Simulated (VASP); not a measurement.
The system is KI.

```
K I
1.0
     6.08888    0.00000    0.00000
    -3.04444    5.27313    0.00000
     0.00000    0.00000    7.11966
K I
2 2
Direct
  0.33333 0.66667 0.93657
  0.66667 0.33333 0.43657
  0.33333 0.66667 0.43657
  0.66667 0.33333 0.93657
```

Base run:

| Quantity | Value |
| --- | --- |
| Program | VASP 6.6.1 |
| Functional | r2SCAN |
| Potentials or basis | VASP PAW PBE potentials, release 64 (K_sv, I) |
| Cutoff | 520 eV |
| k mesh | 6 × 6 × 4 |
| Occupations | gaussian, width 0.02 eV |
| Spin | no spin polarisation |

Its results: band gap on the k mesh 4.32 eV; pressure -0.2 GPa.

Task: The run is repeated on the same cell with these changes: functional from r2SCAN to PBE; occupations from gaussian, width 0.02 eV to gaussian, width 0.01 eV. What comes out?

Result: Band gap on the k mesh 3.75 eV; pressure 0.0 GPa.

Caveats: spin-orbit coupling is left out, which moves the levels of the heavy elements; the PAW data sets were made with another functional, which shifts forces and pressure a little (at least some runs).

A k mesh can miss the band edges.
